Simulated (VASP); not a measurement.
MoS2: single point with PBEsol

The system is MoS2.

```
Mo S
1.0
     3.14143    0.00000    0.00000
    -1.57072    2.72056    0.00000
     0.00000    0.00000   12.57882
Mo S
2 4
Direct
  0.35631 0.71261 0.25000
  0.68964 0.37928 0.75000
  0.33333 0.66667 0.62605
  0.66667 0.33333 0.12605
  0.33333 0.66667 0.87395
  0.66667 0.33333 0.37395
```

This cell differs from its parent crystal: all Mo atoms moved +0.125 Å, as atom 1 along Cartesian [0 1 0].

```yaml
Program: VASP 6.6.1
Task: single point
Functional: PBEsol
Potentials_or_basis: VASP PAW PBE potentials, release 64 (Mo_sv, S)
Cutoff: 520 eV
k_mesh: 12 × 12 × 2
Occupations: gaussian, width 0.05 eV
Spin: no spin polarisation
Dipole_correction: no
Further_INCAR_settings: ALGO = Normal; EDIFF = 1e-06; NBANDS = 35
```

```
Pressure               : 1.0 GPa
Largest force          : 2.655 eV/Å
Band gap on the k mesh : 1.00 eV (least direct gap 1.66 eV)
```

Forces in eV/Å, atoms in the order of the input:
```
Mo   0.000 -2.655  0.000
Mo   0.000 -2.506  0.000
S    0.000  1.254 -0.178
S    0.000  1.326 -0.199
S    0.000  1.254  0.178
S    0.000  1.326  0.199
```

Stress tensor (GPa, compression positive):
```
0.74 0.00 0.00
0.00 0.55 0.00
0.00 0.00 1.64
```

Levels at points of the mesh, in eV from the valence-band top:
```tsv
k point	band 22	band 23	band 24	band 25	band 26	band 27	band 28	band 29	band 30	band 31
(0.00, 0.00, 0.00)	-1.48	-1.45	-1.22	-1.12	0.00	1.66	1.66	2.23	2.28	2.72
(0.50, 0.00, 0.00)	-2.36	-1.80	-1.74	-1.00	-0.79	1.76	1.87	2.23	2.49	2.74
(0.00, 0.50, 0.00)	-2.27	-1.56	-1.49	-1.35	-1.02	1.73	1.93	2.21	2.49	2.86
(0.00, 0.00, 0.50)	-2.35	-1.45	-1.40	-0.29	-0.29	1.66	1.66	2.24	2.29	2.70
(0.50, 0.00, 0.50)	-2.41	-1.79	-1.75	-0.95	-0.83	1.76	1.87	2.36	2.38	2.85
(0.00, 0.50, 0.50)	-2.30	-1.53	-1.48	-1.38	-1.02	1.73	1.93	2.35	2.37	2.97
```

Wall time 3 min on 1 thread of AMD EPYC 9R45 96-Core Processor (Zen 5), with other jobs on the host, peak memory 0.36 GiB.

Caveat: the cell differs from its parent crystal (all Mo atoms moved +0.125 Å, as atom 1 along Cartesian [0 1 0]); the PAW data sets were made with another functional, which shifts forces and pressure a little; this functional lacks dispersion, which binds layers or chains, so the pressure and a relaxed spacing across them are unreliable. A k mesh can miss the band edges.
